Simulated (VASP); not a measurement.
# W (I4/mmm) in VASP: further runs, part 2 of 2

VASP 6.6.1. Earlier steps stand in the parts before.

## 4. Single point, PBEsol (strain +0.030 along x and y, +0.015 along z)

INCAR reads:

```
SYSTEM = W
PREC     = Accurate       ! precision mode
ENCUT    = 520            ! plane-wave cutoff, eV
EDIFF    = 1E-6           ! SCF threshold, eV
ISMEAR   = 0              ! smearing method
SIGMA    = 0.15           ! smearing width, eV
LREAL    = .FALSE.        ! projectors in reciprocal space
LASPH    = .TRUE.         ! aspherical terms in the spheres
NELM     = 80             ! most SCF steps
ALGO     = Fast           ! electronic algorithm
ISIF     = 2              ! what is computed and relaxed
LWAVE    = .FALSE.        ! write WAVECAR
LCHARG   = .FALSE.        ! write CHGCAR
GGA      = PS             ! functional
NBANDS   = 13             ! bands
```

KPOINTS reads:

```
Automatic mesh
0
G
  26 26 26
  0 0 0
```

POSCAR reads:

```
W
1.0
    0.0000000000      2.0589656399      2.0289807034
    2.0589656399      0.0000000000      2.0289807034
    2.0589656399      2.0589656399      0.0000000000
W
1
Direct
    0.0000000000      0.0000000000      0.0000000000
```

Potentials or basis: VASP PAW PBE potentials, release 64 (W_sv).

Run with:

```bash
> cat potpaw_PBE.64/W_sv/POTCAR > POTCAR
> mpirun -np 1 vasp_std > vasp.out
```

OUTCAR:

```text
SYSTEM = W
   PREC = Accurate
   ENCUT = 520
   EDIFF = 1E-6
   ISMEAR = 0
   LREAL = .FALSE.
   LASPH = .TRUE.
   NELM = 80
   ISIF = 2
   GGA = PS

 ion  position               nearest neighbor table
   1  0.000  0.000  0.000-

  LATTYP: Found a body centered tetragonal cell.
 ALAT       =     2.9118171324
 C/A-ratio  =     1.3936182192

  Lattice vectors:

 A1 = (   0.0000000000,  -2.0589656399,  -2.0289807034)
 A2 = (   0.0000000000,   2.0589656399,  -2.0289807034)
 A3 = (   2.0589656399,   0.0000000000,   2.0289807034)

Analysis of symmetry for initial positions (statically):
=====================================================================
 Subroutine PRICEL returns:
 Original cell was already a primitive cell.

 Routine SETGRP: Setting up the symmetry group for a
 body centered tetragonal supercell.

 Subroutine GETGRP returns: Found 16 space group operations
 (whereof 16 operations were pure point group operations)
 out of a pool of 16 trial point group operations.

The static configuration has the point symmetry D_4h.

[... 160 lines left out ...]
 E-fermi :   9.6956     XC(G=0): -13.2952

 val. band max:        9.6955230497   @ k =   0.1923  -0.0000   0.0000
 cond. band min:       9.6961446871   @ k =   0.2308   0.1538   0.0769
 fundamental gap:      0.0006216374
 Fermi energy:         9.6955769315

 k-point     1 :       0.0000    0.0000    0.0000
  band No.  band energies     occupation
      1     -64.0425      2.00000
      2     -27.7267      2.00000
      3     -27.7267      2.00000
      4     -27.7147      2.00000
      5       0.9285      2.00000
      6       9.1192      2.00000
      7       9.1192      2.00000
      8       9.2987      1.99982
      9      11.9524      0.00000
     10      12.2171      0.00000
     11      22.4538      0.00000
     12      27.2484      0.00000
     13      27.2484      0.00000
[... 354 lines left out ...]
  band No.  band energies     occupation
      1     -63.9691      2.00000
      2     -28.5584      2.00000
      3     -27.8588      2.00000
      4     -27.8250      2.00000
      5       4.1969      2.00000
      6       8.9050      2.00000
      7       9.1525      2.00000
      8       9.2335      1.99999
      9      13.3509      0.00000
     10      13.7938      0.00000
     11      20.6646      0.00000
     12      23.7269      0.00000
     13      29.1798      0.00000

 [... further k-points ...]
[... 5 lines left out ...]
  --------------------------------------------------------------------------------------
  -------------------------------------------------------------------------------------
  Total       -1.8557791     -1.8557791     -2.3555803      0.0000000     -0.0000000      0.0000000
  in kB     -172.8346245   -172.8346245   -219.3827063      0.0000000     -0.0000000      0.0000000
  external PRESSURE =    -188.3506517 kB  Pullay stress =       0.0000000 kB

 VOLUME and BASIS-vectors are now :
 -----------------------------------------------------------------------------
  energy-cutoff  :      520.00
  volume of cell :       17.20
      direct lattice vectors                 reciprocal lattice vectors
     0.000000000  2.058965640  2.028980703    -0.242840381  0.242840381  0.246429155
     2.058965640  0.000000000  2.028980703     0.242840381 -0.242840381  0.246429155
     2.058965640  2.058965640  0.000000000     0.242840381  0.242840381 -0.246429155

 POSITION                                       TOTAL-FORCE (eV/Angst)
 -----------------------------------------------------------------------------------
      0.00000      0.00000      0.00000         0.000000     -0.000000     -0.000000
 -----------------------------------------------------------------------------------
    total drift:                               -0.000000      0.000000      0.000000

  FREE ENERGIE OF THE ION-ELECTRON SYSTEM (eV)
  ---------------------------------------------------
  free  energy   TOTEN  =       -13.2448032235 eV

  energy  without entropy=      -13.2293750898  energy(sigma->0) =      -13.23708916
```

stdout:

```text
POSCAR found type information on POSCAR W
 POSCAR found :  1 types and       1 ions
 scaLAPACK will be used
 -----------------------------------------------------------------------------
|                                                                             |
|                                                                             |
|     You enforced a specific xc type in the INCAR file but a different       |
|     I HOPE YOU KNOW WHAT YOU ARE DOING!                                     |
|                                                                             |
 -----------------------------------------------------------------------------

 LDA part: xc-table for (Slater+PW92), standard interpolation
 POSCAR, INCAR and KPOINTS ok, starting setup
 FFT: planning ... GRIDC
 FFT: planning ... GRID_SOFT
 FFT: planning ... GRID
 WAVECAR not read
 entering main loop
WARNING in EDDRMM: call to ZHEGV failed, returncode =   8  4     12
WARNING in EDDRMM: call to ZHEGV failed, returncode =   8  4     12
```

Wall time 3.7 min (1 thread of AMD EPYC 7R13 (Zen 3), shared host); peak memory 0.35 GiB.

Results:

- Free energy: -13.2448 eV
- Pressure: -18.8 GPa
- Band gap on the k mesh: zero (bands 7 and 8 overlap by 3.48 eV)

Caveat: the cell differs from its parent crystal (strain +0.030 along x and y, +0.015 along z); the cell stands under tension; the PAW data sets were made with another functional, which shifts forces and pressure a little; spin-orbit coupling is left out, which moves the levels of the heavy elements.

## 5. Overview

```csv
cell,gap on the mesh (eV),pressure (GPa)
"a = 2.870, b = 2.870, c = 2.912 Å, angles 59.5, 59.5, 61.0°, 1 atom",none,-15.4
"a = 2.891, b = 2.891, c = 2.869 Å, angles 60.2, 60.2, 59.5°, 1 atom",none,-15.5
"a = 2.891, b = 2.891, c = 2.912 Å, angles 59.8, 59.8, 60.5°, 1 atom",none,-18.8
```

Alike in all rows: task single point; level PBEsol; potentials or basis VASP PAW PBE potentials, release 64 (W_sv); no spin polarisation; k mesh 26 × 26 × 26; cutoff (eV) 520; smearing gaussian 0.15 eV.

Caveats: the PAW data sets were made with another functional, which shifts forces and pressure a little; spin-orbit coupling is left out, which moves the levels of the heavy elements; the cell stands under tension (at least some runs); the stress differs along the axes, from -22 to -12 GPa (at least some runs).

Total energies depend on the potentials used, so only differences within one code and one set of settings carry meaning.
